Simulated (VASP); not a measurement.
Write the native input for VASP 6.6.1 that does the following.

| Quantity | Value |
| --- | --- |
| Task | single point |
| Functional | PBEsol |
| Potentials or basis | VASP PAW PBE potentials, release 64 (Y_sv) |
| Cutoff | 520 eV |
| k mesh | 14 × 14 × 10 |
| Occupations | gaussian, width 0.1 eV |
| Spin | no spin polarisation |
| Dipole correction | no |
| Further INCAR settings | ALGO = Fast; EDIFF = 1e-06; NBANDS = 18 |

The structure of Y lies in POSCAR:

```
Y
1.0
    2.4138181851      2.4138181851      0.0000000000
   -2.4138181851      2.4138181851      0.0000000000
    0.0000000000      0.0000000000      5.1251160277
Y
2
Direct
    0.0000000000      0.0000000000      0.0000000000
    0.5000000000      0.5000000000      0.5000000000
```

This cell differs from its parent crystal: biaxial strain in the a-b plane: -3.0 %, then relaxed in part.

The input as run:

INCAR

```
PREC = Accurate
ENCUT = 520
EDIFF = 1E-6
ISMEAR = 0
SIGMA = 0.1
LREAL = False
LASPH = True
NELM = 60
ALGO = Fast
ISIF = 2
LWAVE = False
LCHARG = True
GGA = PS
LELF = True
LVHAR = True
NBANDS = 18
```

KPOINTS

```
Automatic mesh
0
Gamma
  14 14 10
```

Potentials or basis: VASP PAW PBE potentials, release 64 (Y_sv).

Command:

```bash
$ cat potpaw_PBE.64/Y_sv/POTCAR > POTCAR
$ mpirun -np 1 vasp_std > vasp.out
```

It gave:

```
Pressure               : 1.2 GPa
Band gap on the k mesh : zero (band 11 reaches 4.32 eV, above the bottom of band 12 at 2.33 eV)
```

Caveat: the cell differs from its parent crystal (biaxial strain in the a-b plane: -3.0 %, then relaxed in part); the PAW data sets were made with another functional, which shifts forces and pressure a little.

It took 2.8 min on 1 thread of Intel(R) Xeon(R) Platinum 8559C (Emerald Rapids) (shared host), peak memory 0.35 GiB.
